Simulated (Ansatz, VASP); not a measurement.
# One calculation of CaO, two programs

The input INCAR:

```
SYSTEM = CaO
  PREC = Accurate
  ENCUT = 520
  EDIFF = 1E-7
  ISMEAR = -1
  SIGMA = 0.02
  LREAL = .False.
  LASPH = .True.
  NELM = 100
  ALGO = Normal
  ISIF = 2
  LWAVE = .False.
  LCHARG = .False.
  GGA = PE
  NBANDS = 15
```

The input KPOINTS:

```
Automatic mesh
0
Gamma
  10 10 10
  0 0 0
```

File POSCAR:

```
CaO
1.0
    0.0000000000      2.2580126938      2.3975501103
    2.2580126938      0.0000000000      2.3975501103
    2.2580126938      2.2580126938      0.0000000000
Ca O
1 1
Direct
    0.0000000000      0.0000000000      0.0000000000
    0.5000000000      0.5000000000      0.5000000000
```

Input for Ansatz:

```yaml
crystal:
  lattice:
    - [0.0, 2.2580126938, 2.3975501103]
    - [2.2580126938, 0.0, 2.3975501103]
    - [2.2580126938, 2.2580126938, 0.0]
  atoms:
    - { symbol: Ca, position: [0.0, 0.0, 0.0] }
    - { symbol: O, position: [0.5, 0.5, 0.5] }
kpoints:
  mp_grid: { grid: [10, 10, 10] }
  band_path:
    path:
      - [0.0, 0.0, 0.0]
      - [0.5, 0.0, 0.5]
      - [0.625, 0.25, 0.625]
      - [0.375, 0.375, 0.75]
      - [0.5, 0.5, 0.5]
      - [0.5, 0.25, 0.75]
      - [0.0, 0.5, 0.5]
    npoints: 1
hamiltonian:
  xc: pbe
scf:
  occupations: { method: fermi_dirac, width: 0.02 }
  n_extra_bands: 4
output:
  forces: true
  stress: true
  eigenvalues: true
```

Change from the starting cell: biaxial_xy strain -5.8%.

Alike in both runs: task single point; functional PBE; k mesh 10 × 10 × 10; occupations fermi-dirac, width 0.02 eV; no spin polarisation.

|  | VASP | Ansatz |
| --- | --- | --- |
| version | VASP 6.6.1 | Ansatz 0.2.0 |
| potentials or method | VASP PAW PBE potentials, release 64 (Ca_sv, O) | plane waves, PAW |
| plane-wave cutoff (eV) | 520 | 420 |
| valence electrons in the cell | 16 | 16 |

```tsv
	VASP	Ansatz	Ansatz less VASP
gap on the k mesh at the Fermi level (eV)	3.43	3.46	+0.029
pressure (GPa)	22.7	21.7	-1.08
traceless stress, the component that is largest in VASP (GPa)	-11.52	-11.11	+0.410
```
